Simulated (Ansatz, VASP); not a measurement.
**Al: VASP beside Ansatz**

The input INCAR:

```
SYSTEM = Al
PREC     = Accurate       ! precision mode
ENCUT    = 520            ! plane-wave cutoff, eV
EDIFF    = 1E-6           ! SCF threshold, eV
ISMEAR   = -1             ! smearing method
SIGMA    = 0.15           ! smearing width, eV
LREAL    = .False.        ! projectors in reciprocal space
LASPH    = .True.         ! aspherical terms in the spheres
NELM     = 100            ! most SCF steps
ALGO     = Normal         ! electronic algorithm
ISIF     = 2              ! what is computed and relaxed
LWAVE    = .False.        ! write WAVECAR
LCHARG   = .False.        ! write CHGCAR
GGA      = PE             ! functional
NBANDS   = 8              ! bands
```

File KPOINTS:

```
regular mesh
0
Gamma
  14 14 14
  0 0 0
```

POSCAR

```
Al
1.0
    0.0000000000      1.9728638521      1.9728638521
    1.9728638521      0.0000000000      1.9728638521
    1.9728638521      1.9728638521      0.0000000000
Al
1
Direct
    0.0000000000      0.0000000000      0.0000000000
```

Input for Ansatz:

```yaml
crystal:
  lattice:
    - [0.0, 1.9728638521012047, 1.9728638521012047]
    - [1.9728638521012047, 0.0, 1.9728638521012047]
    - [1.9728638521012047, 1.9728638521012047, 0.0]
  atoms:
    - { symbol: Al, position: [0.0, 0.0, 0.0] }
basis:
  ecutwfc: 489.804952427784
kpoints:
  mp_grid:
    grid: [14, 14, 14]
hamiltonian:
  xc: pbe
  pseudopotentials:
    kind: paw
scf:
  occupations:
    method: fermi_dirac
    width: 0.15
output:
  stress: true
```

Alike in both runs: task single point; functional PBE; k mesh 14 × 14 × 14; occupations fermi-dirac, width 0.15 eV; no spin polarisation.

```csv
,VASP,Ansatz
version,VASP 6.6.1,Ansatz 0.2.0
potentials or method,"VASP PAW PBE potentials, release 64 (Al), cutoff 520 eV","plane waves, PAW"
valence electrons in the cell,3,3
```

|  | VASP | Ansatz | Ansatz less VASP |
| --- | --- | --- | --- |
| pressure (GPa) | 6.5 | 6.5 | +0.03 |
